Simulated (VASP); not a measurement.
# Co (P6_3/mmc) in VASP: further runs, part 2 of 2

VASP 6.6.1.

## Step 4: Single point, PBE

This run uses another cell than the first one, of 11.76 Å³/atom, 0.929 times its volume.

The input, INCAR:

```
SYSTEM = Co
ALGO     = Fast           ! electronic algorithm
EDIFF    = 1E-7           ! SCF threshold, eV
ENCUT    = 520            ! plane-wave cutoff, eV
GGA      = PE             ! functional
ISIF     = 2              ! what is computed and relaxed
ISMEAR   = 0              ! smearing method
LASPH    = .True.         ! aspherical terms in the spheres
LCHARG   = .False.        ! write CHGCAR
LREAL    = .False.        ! projectors in reciprocal space
LWAVE    = .False.        ! write WAVECAR
NBANDS   = 16             ! bands
NELM     = 80             ! most SCF steps
PREC     = Accurate       ! precision mode
SIGMA    = 0.15           ! smearing width, eV
```

The input, KPOINTS:

```
k-points
0
Gamma
  24 24 12
  0 0 0
```

The input, POSCAR:

```
Co
1.0
    2.5607048027      0.0000000000      0.0000000000
   -1.2803524014      2.2176354108      0.0000000000
    0.0000000000      0.0000000000      4.1414337872
Co
2
Direct
    0.6666666667      0.3333333333      0.2500000000
    0.3333333333      0.6666666667      0.7500000000
```

Potentials or basis: VASP PAW PBE potentials, release 64 (Co).

Launch:

```bash
$ cat potpaw_PBE.64/Co/POTCAR > POTCAR
$ mpirun -np 1 vasp_std > vasp.out
```

OUTCAR:

```text
SYSTEM = Co
   EDIFF = 1E-7
   ENCUT = 520
   GGA = PE
   ISIF = 2
   ISMEAR = 0
   LASPH = .True.
   LREAL = .False.
   NELM = 80
   PREC = Accurate

 ion  position               nearest neighbor table
   1  0.667  0.333  0.250-   2 2.54   2 2.54   2 2.54   2 2.54   2 2.54   2 2.54
   2  0.333  0.667  0.750-   1 2.54   1 2.54   1 2.54   1 2.54   1 2.54   1 2.54

  LATTYP: Found a hexagonal cell.
 ALAT       =     2.5607048027
 C/A-ratio  =     1.6173023079

  Lattice vectors:

 A1 = (   2.5607048027,   0.0000000000,   0.0000000000)
 A2 = (  -1.2803524014,   2.2176354108,   0.0000000000)
 A3 = (   0.0000000000,   0.0000000000,   4.1414337872)

Analysis of symmetry for initial positions (statically):
=====================================================================
 Subroutine PRICEL returns:
 Original cell was already a primitive cell.

 Routine SETGRP: Setting up the symmetry group for a
 hexagonal supercell.

 Subroutine GETGRP returns: Found 24 space group operations
 (whereof 12 operations were pure point group operations)
 out of a pool of 24 trial point group operations.

The static configuration has the point symmetry D_3d.
 The point group associated with its full space group is D_6h.

[... 158 lines left out ...]
  ---------------------------------------------------
  free energy    TOTEN  =       -13.42164863 eV

  energy without entropy =      -13.34328939  energy(sigma->0) =      -13.38246901

 E-fermi :   8.9990     XC(G=0): -12.9527

 val. band max:        8.9982730152   @ k =   0.0833   0.0417   0.3333
 cond. band min:       8.9998117085   @ k =   0.0833   0.0833   0.5000
 fundamental gap:      0.0015386933
 Fermi energy:         8.9989688719

 k-point     1 :       0.0000    0.0000    0.0000
  band No.  band energies     occupation
      1       0.7015      2.00000
      2       4.8441      2.00000
      3       7.4065      2.00000
      4       7.4475      2.00000
      5       7.4475      2.00000
      6       7.7412      2.00000
[... 433 lines left out ...]
      3       5.6373      2.00000
      4       7.0834      2.00000
      5       7.2887      2.00000
      6       7.4492      2.00000
[... 8 lines left out ...]
     15      21.5213      0.00000
     16      22.3191      0.00000

 [... further k-points ...]
[... 5 lines left out ...]
  --------------------------------------------------------------------------------------
  -------------------------------------------------------------------------------------
  Total       -3.4573278     -3.4573278     -3.6200537      0.0000000      0.0000000     -0.0000000
  in kB     -235.5324518   -235.5324518   -246.6182487      0.0000000      0.0000000     -0.0000000
  external PRESSURE =    -239.2277175 kB  Pullay stress =       0.0000000 kB

 VOLUME and BASIS-vectors are now :
 -----------------------------------------------------------------------------
  energy-cutoff  :      520.00
  volume of cell :       23.52
      direct lattice vectors                 reciprocal lattice vectors
     2.560704803  0.000000000  0.000000000     0.390517485  0.225465375  0.000000000
    -1.280352401  2.217635411  0.000000000     0.000000000  0.450930750  0.000000000
     0.000000000  0.000000000  4.141433787     0.000000000  0.000000000  0.241462269

 POSITION                                       TOTAL-FORCE (eV/Angst)
 -----------------------------------------------------------------------------------
      1.28035      0.73921      1.03536         0.000000      0.000000      0.000000
     -0.00000      1.47842      3.10608        -0.000000     -0.000000      0.000000
 -----------------------------------------------------------------------------------
    total drift:                               -0.000000      0.000000     -0.000000

  FREE ENERGIE OF THE ION-ELECTRON SYSTEM (eV)
  ---------------------------------------------------
  free  energy   TOTEN  =       -13.4216486340 eV

  energy  without entropy=      -13.3432893856  energy(sigma->0) =      -13.38246901
```

stdout:

```text
POSCAR found type information on POSCAR Co
 POSCAR found :  1 types and       2 ions
 scaLAPACK will be used
 LDA part: xc-table for (Slater+PW92), standard interpolation
 POSCAR, INCAR and KPOINTS ok, starting setup
 FFT: planning ... GRIDC
 FFT: planning ... GRID_SOFT
 FFT: planning ... GRID
 WAVECAR not read
 entering main loop
WARNING in EDDRMM: call to ZHEGV failed, returncode =   6  3     15
WARNING in EDDRMM: call to ZHEGV failed, returncode =   8  4     15
 num prob WARNING in EDDRMM: call to ZHEGV failed, returncode =   8  4     15
```

Run time: 94 s. Hardware: 1 thread of Intel Xeon Platinum 8559C (Emerald Rapids), shared host; peak memory 0.24 GiB.

What came out:

| Item | Value |
| --- | --- |
| Free energy | -13.4216 eV |
| Pressure | -23.9 GPa |
| Band gap on the k mesh | zero (band 9 reaches 9.29 eV, above the bottom of band 10 at 8.05 eV) |

Caveat: the run has no spin polarisation, though such a crystal can be magnetic.

## Step 5: Single point, PBE

This run uses another cell than the first one, of 8.14 Å³/atom, 0.643 times its volume.

The input, INCAR:

```
SYSTEM = Co
PREC = Accurate
ENCUT = 520
EDIFF = 1E-6
ISMEAR = 0
SIGMA = 0.15
LREAL = .False.
LASPH = .True.
NELM = 80
ALGO = Fast
ISIF = 2
LWAVE = .False.
LCHARG = .False.
GGA = PE
NBANDS = 16
```

The input, KPOINTS:

```
Automatic mesh
0
Gamma
  24 24 12
  0 0 0
```

The input, POSCAR:

```
Co
1.0
    2.2653151917      0.0000000000      0.0000000000
   -1.1326575959      1.9618205036      0.0000000000
    0.0000000000      0.0000000000      3.6636994876
Co
2
Direct
    0.6666666667      0.3333333333      0.2500000000
    0.3333333333      0.6666666667      0.7500000000
```

Launch:

```bash
$ cat potpaw_PBE.64/Co/POTCAR > POTCAR
$ mpirun -np 1 vasp_std > vasp.out
```

Run time: 69 s. Hardware: 1 thread of Intel Xeon Platinum 8559C (Emerald Rapids), shared host; peak memory 0.2 GiB.

The run converged. Its results:

```
Free energy            : -12.5583 eV
Pressure               : 103.0 GPa
Band gap on the k mesh : zero (band 9 reaches 15.72 eV, above the bottom of band 10 at 13.53 eV)
```

Levels at points of the mesh, in eV from the Fermi level:
```tsv
k point	band 6	band 7	band 8	band 9	band 10	band 11	band 12	band 13
(0.00, 0.00, 0.00)	-2.19	-2.19	-1.63	-1.63	-0.34	0.12	0.12	9.56
(0.50, 0.00, 0.00)	-2.67	-2.11	0.36	0.51	0.60	2.59	5.25	12.34
(0.00, 0.00, 0.50)	-2.82	-2.82	-2.82	-0.35	-0.35	-0.35	-0.35	18.61
(0.50, 0.00, 0.50)	-1.46	-0.55	-0.55	0.51	0.51	2.32	2.32	10.47
```

Caveat: the run has no spin polarisation, though such a crystal can be magnetic. Spin polarisation is off, so any magnetic state and its effect on volume and gap are missing.

## Step 6: Single point, PBE

The input, INCAR:

```
  PREC = Accurate
  ENCUT = 520
  EDIFF = 1E-6
  ISMEAR = 0
  SIGMA = 0.15
  LREAL = False
  LASPH = True
  NELM = 100
  ALGO = Fast
  ISIF = 2
  LWAVE = False
  LCHARG = False
  GGA = PE
  NBANDS = 16
```

The input, KPOINTS:

```
Automatic mesh
0
Gamma
  24 24 12
```

The input, POSCAR:

```
Co
1.0
    2.6247115852      0.0000000000      0.0000000000
   -1.3123557926      2.2730669104      0.0000000000
    0.0000000000      0.0000000000      4.2449521042
Co
2
Direct
    0.6666666667      0.3333333333      0.2500000000
    0.3333333333      0.6666666667      0.7500000000
```

Potentials or basis: VASP PAW PBE potentials, release 64 (Co).

Launch:

```bash
$ cat potpaw_PBE.64/Co/POTCAR > POTCAR
$ mpirun -np 1 vasp_std > vasp.out
```

Run time: 87 s. Hardware: 1 thread of Intel Xeon Platinum 8559C (Emerald Rapids), shared host; peak memory 0.25 GiB.

The run converged. Its results:

```
Free energy            : -13.1055 eV
Pressure               : -30.9 GPa
Band gap on the k mesh : zero (band 9 reaches 8.28 eV, above the bottom of band 10 at 7.17 eV)
```

Stress tensor (GPa, compression positive):
```
-30.52   0.00   0.00
  0.00 -30.52   0.00
  0.00   0.00 -31.68
```

Levels at points of the mesh, in eV from the Fermi level:
| k point | band 5 | band 6 | band 7 | band 8 | band 9 | band 10 | band 11 | band 12 | band 13 | band 14 |
| --- | --- | --- | --- | --- | --- | --- | --- | --- | --- | --- |
| (0.00, 0.00, 0.00) | -1.38 | -1.12 | -1.12 | -0.83 | -0.83 | 0.08 | 0.08 | 0.19 | 5.75 | 20.70 |
| (0.50, 0.00, 0.00) | -1.52 | -1.38 | -1.10 | 0.19 | 0.26 | 0.31 | 1.63 | 3.23 | 8.92 | 9.37 |
| (0.00, 0.00, 0.50) | -1.44 | -1.44 | -1.44 | -1.44 | -0.18 | -0.18 | -0.18 | -0.18 | 13.71 | 13.71 |
| (0.50, 0.00, 0.50) | -0.73 | -0.73 | -0.22 | -0.22 | 0.26 | 0.26 | 1.75 | 1.75 | 6.57 | 6.57 |

Caveat: the run has no spin polarisation, though such a crystal can be magnetic. Spin polarisation is off, so any magnetic state and its effect on volume and gap are missing.

## Step 7: Summary

```tsv
spin	fixed moment (μB)	cell	further INCAR settings	gap on the mesh (eV)	pressure (GPa)
collinear, ferromagnetic start	0.55	a = 2.625, b = 2.625, c = 4.245 Å, angles 90.0, 90.0, 120.0°, 2 atoms	ALGO = Fast; EDIFF = 1e-07; NBANDS = 20	-	-31.1
off	-	a = 2.493, b = 2.493, c = 4.032 Å, angles 90.0, 90.0, 120.0°, 2 atoms	ALGO = Fast; EDIFF = 1e-07; NBANDS = 16	none	-11.6
off	-	a = 2.561, b = 2.561, c = 4.141 Å, angles 90.0, 90.0, 120.0°, 2 atoms	ALGO = Fast; EDIFF = 1e-07; NBANDS = 16	none	-23.9
off	-	a = 2.265, b = 2.265, c = 3.664 Å, angles 90.0, 90.0, 120.0°, 2 atoms	ALGO = Fast; EDIFF = 1e-06; NBANDS = 16	none	103.0
off	-	a = 2.625, b = 2.625, c = 4.245 Å, angles 90.0, 90.0, 120.0°, 2 atoms	ALGO = Fast; EDIFF = 1e-06; NBANDS = 16	none	-30.9
```

Alike in all rows: task single point; level PBE; potentials or basis VASP PAW PBE potentials, release 64 (Co); k mesh 24 × 24 × 12; cutoff (eV) 520; smearing gaussian 0.15 eV.

Caveats: the total moment is fixed, so each spin has its own Fermi level (some runs).

Total energies depend on the potentials used, so only differences within one code and one set of settings carry meaning.
